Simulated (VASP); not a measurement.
Wanted: the native input for a VASP 6.6.1 run.

| Quantity | Value |
| --- | --- |
| Task | single point |
| Functional | PBE |
| Dispersion | D3(BJ) |
| Potentials or basis | VASP PAW PBE potentials, release 64 (Se, In_d) |
| Cutoff | 400 eV |
| k mesh | 9 × 9 × 1 |
| Occupations | gaussian, width 0.05 eV |
| Spin | no spin polarisation |
| Dipole correction | yes |
| Further INCAR settings | ALGO = Normal; EDIFF = 1e-06; NBANDS = 48; NELMDL = -8 |

The structure of InSe lies in POSCAR:

```
InSe
1.0
    4.0266103653      0.0000000000      0.0000000000
   -2.0133051827      3.4871468675      0.0000000000
    0.0000000000      0.0000000000     28.2707107737
Se In
4 4
Direct
    0.0000000000      0.0000000000      0.1591753400
    0.0000000000      0.0000000000      0.3496677344
    0.0000000000      0.6666666667      0.4738244996
    0.0000000000      0.6666666667      0.6643168940
    0.6666666667      0.3333333333      0.2049979902
    0.6666666667      0.3333333333      0.3038451596
    0.6666666667      1.0000000000      0.5196471499
    0.6666666667      1.0000000000      0.6184943192
```

This cell differs from its parent crystal: layers slid over each other.

The input as run:

INCAR

```
ALGO = Normal
DIPOL = 0.5 0.5 0.412
EDIFF = 1E-6
ENCUT = 400
GGA = PE
GGA_COMPAT = F
IDIPOL = 3
ISIF = 2
ISMEAR = 0
IVDW = 12
LASPH = T
LCHARG = F
LDIPOL = T
LREAL = F
LWAVE = F
NBANDS = 48
NELM = 120
NELMDL = -8
PREC = Accurate
SIGMA = 0.05
```

KPOINTS

```
k-points
0
Gamma
  9 9 1
```

Potentials or basis: VASP PAW PBE potentials, release 64 (Se, In_d).

The run is started by

```console
$ cat potpaw_PBE.64/Se/POTCAR potpaw_PBE.64/In_d/POTCAR > POTCAR
$ mpirun -np 1 vasp_std > vasp.out
```

Results of the run:

- Largest force: 0.056 eV/Å
- Band gap on the k mesh: 1.18 eV (least direct gap 1.23 eV)
- Dispersion energy per atom: -0.249 eV

Caveat: the cell differs from its parent crystal (layers slid over each other); spin-orbit coupling is left out, which moves the levels of the heavy elements.

Wall time 7.7 min on 1 thread of AMD EPYC 9R45 96-Core Processor (Zen 5), on a shared host, peak memory 0.51 GiB.
